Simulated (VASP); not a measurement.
Input of a VASP 6.6.1 run:

The input INCAR:

```
PREC = Accurate
ENCUT = 520
EDIFF = 1E-6
ISMEAR = 0
SIGMA = 0.1
LREAL = F
LASPH = T
NELM = 60
ALGO = Fast
ISIF = 2
LWAVE = F
LCHARG = F
GGA = PE
NBANDS = 34
```

The input KPOINTS:

```
Automatic mesh
0
Gamma
  8 8 8
```

POSCAR

```
Al5Cu3
1.0
   -2.7607324694      2.7607324694      3.7844834634
    2.7607324694     -2.7607324694      3.7844834634
    2.7607324694      2.7607324694     -3.7844834634
Al Cu
5 3
Direct
    0.5000000000      0.5000000000      0.5000000000
    0.0000000000      0.0000000000      0.5000000000
    0.5000000000      0.0000000000      0.0000000000
    0.0000000000      0.5000000000      0.0000000000
    0.0000000000      0.0000000000      0.0000000000
    0.5000000000      0.0000000000      0.5000000000
    0.0000000000      0.5000000000      0.5000000000
    0.5000000000      0.5000000000      0.0000000000
```

Potentials or basis: VASP PAW PBE potentials, release 64 (Al, Cu).

Command:

```sh
$ cat potpaw_PBE.64/Al/POTCAR potpaw_PBE.64/Cu/POTCAR > POTCAR
$ mpirun -np 1 vasp_std > vasp.out
```

(1) Predict the band gap on the k mesh.

(2) Predict the pressure.

Answers

(1) zero (bands 24 and 25 overlap by 2.62 eV).

(2) 0.1 GPa.
